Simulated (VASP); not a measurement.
Wanted: the native input for a VASP 6.6.1 run.

- Task: single point
- Functional: PBEsol
- Dispersion: D4
- Potentials or basis: VASP PAW PBE potentials, release 64 (Sn_d, Cu)
- Cutoff: 520 eV
- k mesh: 8 × 8 × 8
- Occupations: fermi-dirac, width 0.05 eV
- Spin: no spin polarisation
- Dipole correction: no
- Further INCAR settings: ALGO = Fast; EDIFF = 1e-07; NBANDS = 34

The structure of CuSn3 lies in POSCAR:

```
CuSn3
1.0
   -2.1586740230      2.1586740230      4.7169877011
    2.1586740230     -2.1586740230      4.7169877011
    2.1586740230      2.1586740230     -4.7169877011
Sn Cu
3 1
Direct
    0.5000000000      0.5000000000      0.0000000000
    0.2500000000      0.7500000000      0.5000000000
    0.7500000000      0.2500000000      0.5000000000
    0.0000000000      0.0000000000      0.0000000000
```

These files were run (other wordings do the same):

INCAR

```
SYSTEM = CuSn3
  PREC = Accurate
  ENCUT = 520
  EDIFF = 1E-7
  ISMEAR = -1
  SIGMA = 0.05
  LREAL = .False.
  LASPH = .True.
  NELM = 60
  ALGO = Fast
  ISIF = 2
  LWAVE = .False.
  LCHARG = .False.
  GGA = PS
  IVDW = 13
  NBANDS = 34
```

KPOINTS

```
Automatic mesh
0
Gamma
  8 8 8
  0 0 0
```

Potentials or basis: VASP PAW PBE potentials, release 64 (Sn_d, Cu).

The run is started by

```bash
$ cat potpaw_PBE.64/Sn_d/POTCAR potpaw_PBE.64/Cu/POTCAR > POTCAR
$ mpirun -np 1 vasp_std > vasp.out
```

It gave:

```yaml
Pressure: 0.0 GPa
Band_gap_on_the_k_mesh: zero (an odd number of electrons rules out a gap without spin polarisation)
Dispersion_energy_per_atom: -0.269 eV
```

Caveat: the PAW data sets were made with another functional, which shifts forces and pressure a little; spin-orbit coupling is left out, which moves the levels of the heavy elements.

It took 5.8 min on 1 thread of Intel(R) Xeon(R) Platinum 8488C (Sapphire Rapids), with other jobs on the host, peak memory 0.34 GiB.
